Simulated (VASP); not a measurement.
# ZnS (I-4m2) in VASP: notebook

Aim: see how the results for ZnS move with the level of theory and the settings. Levels: PBE, r2SCAN. Tasks: single point.

All numbers are computed with VASP 6.6.1; they aren't measurements. Logs are shortened: lines on timing, memory, paths and dates and some standing lists are left out, and cuts for length are marked.

## Step 1: The cell of the first run

It takes space group I-4m2 (No. 119, tetragonal). The conventional cell has a = 3.883 Å, b = 3.883 Å, c = 5.265 Å, α = 90.00°, β = 90.00°, γ = 90.00°. Within 3.1 Å of Zn (site symmetry -4m2) lie 4 S at 2.35 Å. S (site symmetry -4m2) has 4 Zn at 2.35 Å within 3.1 Å.

## Step 2: Single point, PBE (epitaxial xy strain +1.9%)

Input file INCAR:

```
ALGO = Normal
EDIFF = 1E-6
ENCUT = 520
GGA = PE
ISIF = 2
ISMEAR = -1
LASPH = True
LCHARG = False
LREAL = False
LWAVE = False
NBANDS = 16
NELM = 100
PREC = Accurate
SIGMA = 0.02
```

Input file KPOINTS:

```
k-points
0
Gamma
  8 8 8
```

Input file POSCAR:

```
ZnS
1.0
    0.0000000000      2.7455527792      2.6323608914
    2.7455527792      0.0000000000      2.6323608914
    2.7455527792      2.7455527792      0.0000000000
Zn S
1 1
Direct
    0.2500000000      0.2500000000      0.2500000000
    0.0000000000      0.0000000000      0.0000000000
```

Potentials or basis: VASP PAW PBE potentials, release 64 (Zn, S).

Launch:

```console
$ cat potpaw_PBE.64/Zn/POTCAR potpaw_PBE.64/S/POTCAR > POTCAR
$ mpirun -np 1 vasp_std > vasp.out
```

OUTCAR:

```text
EDIFF = 1E-6
   ENCUT = 520
   GGA = PE
   ISIF = 2
   ISMEAR = -1
   LASPH = True
   LREAL = False
   NELM = 100
   PREC = Accurate

 ion  position               nearest neighbor table
   1  0.250  0.250  0.250-   2 2.35   2 2.35   2 2.35   2 2.35
   2  0.000  0.000  0.000-   1 2.35   1 2.35   1 2.35   1 2.35

  LATTYP: Found a body centered tetragonal cell.
 ALAT       =     3.8827979766
 C/A-ratio  =     1.3559092733

  Lattice vectors:

 A1 = (   0.0000000000,  -2.7455527792,  -2.6323608914)
 A2 = (   0.0000000000,   2.7455527792,  -2.6323608914)
 A3 = (   2.7455527792,   0.0000000000,   2.6323608914)

Analysis of symmetry for initial positions (statically):
=====================================================================
 Subroutine PRICEL returns:
 Original cell was already a primitive cell.

 Routine SETGRP: Setting up the symmetry group for a
 body centered tetragonal supercell.

 Subroutine GETGRP returns: Found  8 space group operations
 (whereof  8 operations were pure point group operations)
 out of a pool of 16 trial point group operations.

The static configuration has the point symmetry D_2d.

Analysis of symmetry for dynamics (positions and initial velocities):
=====================================================================
 Subroutine PRICEL returns:
 Original cell was already a primitive cell.

 Routine SETGRP: Setting up the symmetry group for a
 body centered tetragonal supercell.

 Subroutine GETGRP returns: Found  8 space group operations
 (whereof  8 operations were pure point group operations)
 out of a pool of 16 trial point group operations.

The dynamic configuration has the point symmetry D_2d.

 Subroutine INISYM returns: Found  8 space group operations
 (whereof  8 operations are pure point group operations),
 and found     1 'primitive' translations

----------------------------------------------------------------------------------------

                                     Primitive cell

  volume of cell :      39.6858

  direct lattice vectors                    reciprocal lattice vectors
     0.000000000  2.745552779  2.632360891    -0.182112689  0.182112689  0.189943560
     2.745552779  0.000000000  2.632360891     0.182112689 -0.182112689  0.189943560
     2.745552779  2.745552779  0.000000000     0.182112689  0.182112689 -0.189943560

  length of vectors
     3.803601442  3.803601442  3.882797977     0.320013467  0.320013467  0.320013467

  position of ions in fractional coordinates (direct lattice)
     0.250000000  0.250000000  0.250000000
     0.000000000  0.000000000  0.000000000

  ion indices of the primitive-cell ions
   primitive index   ion index
                 1           1
                 2           2

----------------------------------------------------------------------------------------

 KPOINTS: k-points

Automatic generation of k-mesh.
 Grid dimensions read from file:
 generate k-points for:    8    8    8

 Generating k-lattice:

  Cartesian coordinates                     Fractional coordinates (reciprocal lattice)
    -0.022764086  0.022764086  0.023742945     0.125000000  0.000000000  0.000000000
     0.022764086 -0.022764086  0.023742945     0.000000000  0.125000000  0.000000000
     0.022764086  0.022764086 -0.023742945    -0.000000000 -0.000000000  0.125000000

  Length of vectors
     0.040001683  0.040001683  0.040001683

  Shift w.r.t. Gamma in fractional coordinates (k-lattice)
     0.000000000  0.000000000  0.000000000

 Subroutine IBZKPT returns following result:
 ===========================================

 Found     59 irreducible k-points:

 Following reciprocal coordinates:
            Coordinates               Weight
  0.000000  0.000000  0.000000      1.000000
  0.125000 -0.000000  0.000000      8.000000
  0.250000 -0.000000  0.000000      8.000000
  0.375000 -0.000000  0.000000      8.000000
  0.500000 -0.000000  0.000000      4.000000
  0.125000  0.125000  0.000000      2.000000
[... 16 lines left out ...]
  0.250000 -0.000000  0.125000     16.000000
  0.375000 -0.000000  0.125000     16.000000
 [... further k-points ...]
   k-points           NKPTS =     59   k-points in BZ     NKDIM =     59   number of bands    NBANDS=     16
   number of dos      NEDOS =    301   number of ions     NIONS =      2
   total plane-waves  NPLWV =  23520
   dimension x,y,z NGX =    28 NGY =   28 NGZ =   30
   dimension x,y,z NGXF=    56 NGYF=   56 NGZF=   60
   ions per type =               1   1
   NGX,Y,Z   is equivalent  to a cutoff of  12.24, 12.24, 12.84 a.u.
   NGXF,Y,Z  is equivalent  to a cutoff of  24.48, 24.48, 25.69 a.u.
 SYSTEM =  unknown system
   PREC   = accura    normal or accurate (medium, high low for compatibility)
   ISTART =      0    job   : 0-new  1-cont  2-samecut
   ICHARG =      2    charge: 1-file 2-atom 10-const
   ISPIN  =      1    spin polarized calculation?
   LNONCOLLINEAR =      F non collinear calculations
   LSORBIT =      F    spin-orbit coupling
   LASPH  =      T    aspherical Exc in radial PAW
   ENCUT  =  520.0 eV  38.22 Ry    6.18 a.u.   7.07  7.07  7.22*2*pi/ulx,y,z
   NELM   =    100;   NELMIN=  2; NELMDL= -5     # of ELM steps
   EDIFF  = 0.1E-05   stopping-criterion for ELM
   LREAL  =      F    real-space projection
   EDIFFG = 0.1E-04   stopping-criterion for IOM
   NSW    =      0    number of steps for IOM
   IBRION =     -1    ionic relax: 0-MD 1-quasi-New 2-CG
   NFREE  =      0    steps in history (QN), initial steepest desc. (CG)
   ISIF   =      2    stress and relaxation
   ISYM   =      2    0-nonsym 1-usesym 2-fastsym
   POTIM  = 0.5000    time-step for ionic-motion
   TEBEG  =    0.0;   TEEND  =   0.0 temperature during run
   PSTRESS=    0.0 pullay stress
   NELECT =      18.0000    total number of electrons
   NUPDOWN=      -1.0000    fix difference up-down
   EMIN   =  10.00;   EMAX   =-10.00  energy-range for DOS
   EFERMI =   0.00;   METHOD = LEGACY
   ISMEAR =    -1;   SIGMA  =   0.02  broadening in eV -4-tet -1-fermi 0-gaus
   EFERMI_NEDOS =   21; number of points for ismear=-14 and -15
   IALGO  =     38    algorithm
   IMIX   =      4    mixing-type and parameters
     AMIX     =   0.40;   BMIX     =  1.00
     AMIX_MAG =   1.60;   BMIX_MAG =  1.00
  volume/ion in A,a.u.               =      19.84       133.91
  Fermi-wavevector in a.u.,A,eV,Ry     =   1.257826  2.376947 21.526144  1.582127
  Thomas-Fermi vector in A             =   2.391466
   LORBIT       =      0    0 simple, 1 ext, 2 COOP (PROOUT), +10 PAW based schemes
   GGA     = PE    functional components
   LHFCALC =     F    Hartree Fock is set to
   AEXX    =    0.0000 exact exchange contribution
   IVDW    =     0    specifies the selected vdW correction
   LEPSILON=     F    determine dielectric tensor
   LRPA    =     F    only Hartree local field effects (RPA)
 non-spin polarized calculation
  energy-cutoff  :      520.00
  volume of cell :       39.69
 maximum number of plane-waves:      1087
   NGX = 15   NGY = 15   NGZ = 15

 number of electron      18.0000014 magnetization

 Free energy of the ion-electron system (eV)
  ---------------------------------------------------
  ext. energy  EPLUGINS =         0.00000000
  ---------------------------------------------------
  free energy    TOTEN  =        -6.84377054 eV

  energy without entropy =       -6.84377054  energy(sigma->0) =       -6.84377054

 E-fermi :   2.5932     XC(G=0):  -9.6045

 val. band max:        2.1393533251   @ k =   0.0000   0.0000   0.0000
 cond. band min:       4.1331796142   @ k =   0.0000   0.0000   0.0000
 fundamental gap:      1.9938262891
 Fermi energy:         2.5932077652

 k-point     1 :       0.0000    0.0000    0.0000
  band No.  band energies     occupation
      1     -11.0438      2.00000
      2      -4.2692      2.00000
      3      -4.2692      2.00000
      4      -4.2460      2.00000
      5      -3.7790      2.00000
      6      -3.7676      2.00000
[... 8 lines left out ...]
     15      13.8269      0.00000
     16      14.1683      0.00000

 k-point     2 :       0.1250   -0.0000    0.0000
  band No.  band energies     occupation
      1     -10.9281      2.00000
      2      -4.2639      2.00000
      3      -4.2495      2.00000
      4      -4.2284      2.00000
      5      -3.7792      2.00000
      6      -3.7704      2.00000
[... 8 lines left out ...]
     15      13.4176      0.00000
     16      14.7094      0.00000

 k-point     3 :       0.2500   -0.0000    0.0000
  band No.  band energies     occupation
      1     -10.6260      2.00000
      2      -4.2176      2.00000
      3      -4.2073      2.00000
      4      -4.1793      2.00000
      5      -3.7716      2.00000
      6      -3.7710      2.00000
[... 8 lines left out ...]
     15      13.0679      0.00000
     16      14.3290      0.00000

 k-point     4 :       0.3750   -0.0000    0.0000
  band No.  band energies     occupation
      1     -10.2834      2.00000
      2      -4.1752      2.00000
      3      -4.1466      2.00000
      4      -3.9961      2.00000
      5      -3.7586      2.00000
      6      -3.7494      2.00000
[... 8 lines left out ...]
     15      14.1968      0.00000
     16      14.2262      0.00000
[... 324 lines left out ...]
 k-point    22 :       0.1250    0.0000    0.1250
  band No.  band energies     occupation
      1     -10.8932      2.00000
      2      -4.2869      2.00000
      3      -4.2320      2.00000
      4      -4.2054      2.00000
      5      -3.7929      2.00000
      6      -3.7602      2.00000
[... 8 lines left out ...]
     15      14.0832      0.00000
     16      15.1428      0.00000

 k-point    23 :       0.2500   -0.0000    0.1250
  band No.  band energies     occupation
      1     -10.6553      2.00000
      2      -4.2756      2.00000
      3      -4.1857      2.00000
      4      -4.1553      2.00000
      5      -3.8001      2.00000
      6      -3.7517      2.00000
[... 8 lines left out ...]
     15      14.0110      0.00000
     16      15.8031      0.00000

 k-point    24 :       0.3750   -0.0000    0.1250
  band No.  band energies     occupation
      1     -10.3214      2.00000
      2      -4.1982      2.00000
      3      -4.1287      2.00000
      4      -4.0661      2.00000
      5      -3.7765      2.00000
      6      -3.7403      2.00000
[... 8 lines left out ...]
     15      14.6150      0.00000
     16      15.2214      0.00000

 [... further k-points ...]
[... 5 lines left out ...]
  --------------------------------------------------------------------------------------
  -------------------------------------------------------------------------------------
  Total        0.1856427      0.1856427      0.5734048      0.0000000      0.0000000      0.0000000
  in kB        7.4946870      7.4946870     23.1492479      0.0000000      0.0000000      0.0000000
  external PRESSURE =      12.7128740 kB  Pullay stress =       0.0000000 kB

 VOLUME and BASIS-vectors are now :
 -----------------------------------------------------------------------------
  energy-cutoff  :      520.00
  volume of cell :       39.69
      direct lattice vectors                 reciprocal lattice vectors
     0.000000000  2.745552779  2.632360891    -0.182112689  0.182112689  0.189943560
     2.745552779  0.000000000  2.632360891     0.182112689 -0.182112689  0.189943560
     2.745552779  2.745552779  0.000000000     0.182112689  0.182112689 -0.189943560

 POSITION                                       TOTAL-FORCE (eV/Angst)
 -----------------------------------------------------------------------------------
      1.37278      1.37278      1.31618        -0.000000     -0.000000     -0.000000
      0.00000      0.00000      0.00000         0.000000      0.000000      0.000000
 -----------------------------------------------------------------------------------
    total drift:                               -0.000004     -0.000004     -0.000000

  FREE ENERGIE OF THE ION-ELECTRON SYSTEM (eV)
  ---------------------------------------------------
  free  energy   TOTEN  =        -6.8437705393 eV

  energy  without entropy=       -6.8437705393  energy(sigma->0) =       -6.84377054
```

Run time: 63 s. Hardware: 1 thread of AMD EPYC 7R13, shared host; peak memory 0.15 GiB.

What came out:

| Item | Value |
| --- | --- |
| Free energy | -6.8438 eV |
| Pressure | 1.3 GPa |
| Band gap on the k mesh | 1.99 eV, direct |

Stress tensor (GPa, compression positive):
```
0.75 0.00 0.00
0.00 0.75 0.00
0.00 0.00 2.31
```

Levels at points of the mesh, in eV from the valence-band top:
```csv
k point,band 7,band 8,band 9,band 10,band 11,band 12
"(0.00, 0.00, 0.00)",-0.13,-0.13,0.00,1.99,6.32,6.32
"(0.50, 0.00, 0.00)",-5.33,-1.05,-0.83,3.19,6.67,7.06
"(0.50, 0.50, 0.00)",-4.45,-2.43,-2.43,3.20,3.72,11.15
"(0.50, 0.00, 0.50)",-4.70,-2.25,-2.16,3.41,4.13,10.68
```

Caveat: the cell differs from its parent crystal (epitaxial xy strain +1.9%).

(Continued in part 2 of 2.)
